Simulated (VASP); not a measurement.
Crystal: WAu.

```
CELL_PARAMETERS angstrom
0.00000 2.90921 2.90921
2.90921 0.00000 2.90921
2.90921 2.90921 0.00000
ATOMIC_POSITIONS crystal
W 0.00000 0.00000 0.00000
Au 0.75000 0.75000 0.75000
```

| Item | Value |
| --- | --- |
| Program | VASP 6.6.1 |
| Task | relaxation of cell and atoms |
| Functional | revPBE |
| Dispersion | D4 |
| Potentials or basis | VASP PAW PBE potentials, release 64 (W_sv, Au) |
| Cutoff | 600 eV |
| k mesh | 8 × 8 × 8 |
| Occupations | fermi-dirac, width 0.05 eV |
| Spin | no spin polarisation |

At the start: pressure -3.8 GPa; volume 24.62 Å³/atom.

Where does the relaxation end?

Over 4 steps the energy falls by 8.8 meV/atom and the volume is 23.91 Å³/atom (-2.9 %); space group F-43m (No. 216, to 0.05 Å).

Step by step:
```tsv
step	energy change (eV)	largest force (eV/Å)	pressure (GPa)	volume (Å³)
1	0.0000	0.0000	-3.81	49.24
2	0.0525	0.0000	9.04	45.19
3	-0.0176	0.0000	-0.08	47.84
4	-0.0176	0.0000	-0.01	47.81
```

Final structure:
```yaml
crystal:
  lattice:
    - [0.00000, 2.88069, 2.88069]
    - [2.88069, 0.00000, 2.88069]
    - [2.88069, 2.88069, 0.00000]
  atoms:
    - { symbol: W, position: [0.00000, 0.00000, 0.00000] }
    - { symbol: Au, position: [0.75000, 0.75000, 0.75000] }
```

Caveat: the PAW data sets were made with another functional, which shifts forces and pressure a little; pairwise dispersion overbinds metals, which lowers pressure and volume.
